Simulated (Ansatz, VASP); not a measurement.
## One calculation of As, two programs

INCAR

```
  PREC = Accurate
  ENCUT = 500
  EDIFF = 1E-6
  ISMEAR = 1
  SIGMA = 0.03
  LREAL = F
  LASPH = T
  NELM = 120
  ALGO = Normal
  ISIF = 2
  LWAVE = F
  LCHARG = F
  GGA = CA
  NBANDS = 12
  GGA_COMPAT = F
```

File KPOINTS:

```
regular mesh
0
Gamma
  10 10 10
```

POSCAR

```
As
1.0
    1.8799878575      1.0854114956      3.3276505507
   -1.8799878575      1.0854114956      3.3276505507
    0.0000000000     -2.1708229912      3.3276505507
As
2
Direct
    0.7695128170      0.7695128170      0.7695128170
    0.2304871830      0.2304871830      0.2304871830
```

Input for Ansatz:

```yaml
crystal:
  lattice:
    - [1.8799878575, 1.0854114956, 3.3276505507]
    - [-1.8799878575, 1.0854114956, 3.3276505507]
    - [0.0, -2.1708229912, 3.3276505507]
  atoms:
    - { symbol: As, position: [0.769512817, 0.769512817, 0.769512817] }
    - { symbol: As, position: [0.230487183, 0.230487183, 0.230487183] }
hamiltonian:
  xc: lda
  pseudopotentials:
    kind: paw
    azcp:
      As: "pseudopotentials/As.paw.azcp"
basis:
  ecutwfc: 420
  fft_grid_basis: typed
kpoints:
  mp_grid: { grid: [10, 10, 10], shift: [0, 0, 0] }
magnetization:
  spin_polarized: false
scf:
  occupations: { method: cold, width: 0.03 }
  lower_state_search: "off"
output:
  stress: true
  write_density: true
  write_potential: true
  elf: true
  volumetric_format: npy
```

Alike in both runs: task single point; functional LDA; k mesh 10 × 10 × 10; no spin polarisation.

|  | VASP | Ansatz |
| --- | --- | --- |
| version | VASP 6.6.1 | Ansatz 0.2.0 |
| potentials or method | VASP PAW LDA potentials, release 64 (As), cutoff 500 eV | plane waves (420 eV) with PAW, scalar-relativistic |
| occupations | methfessel-paxton of order 1, width 0.03 eV | cold, width 0.03 eV |
| valence electrons in the cell | 10 | 30 |

|  | VASP | Ansatz | Ansatz less VASP |
| --- | --- | --- | --- |
| pressure (GPa) | 0.5 | 0.0 | -0.46 |
| traceless stress, the component that is largest in VASP (GPa) | -0.19 | -0.08 | +0.115 |

Ansatz warns that its potentials were made for another functional, while VASP's fit it. LDA's correlation is that of Perdew and Zunger in VASP and of Perdew and Wang (1992) in Ansatz. VASP's potentials hold 10 valence electrons a cell and Ansatz's 30, so a difference there can come from the potentials and not from the codes.
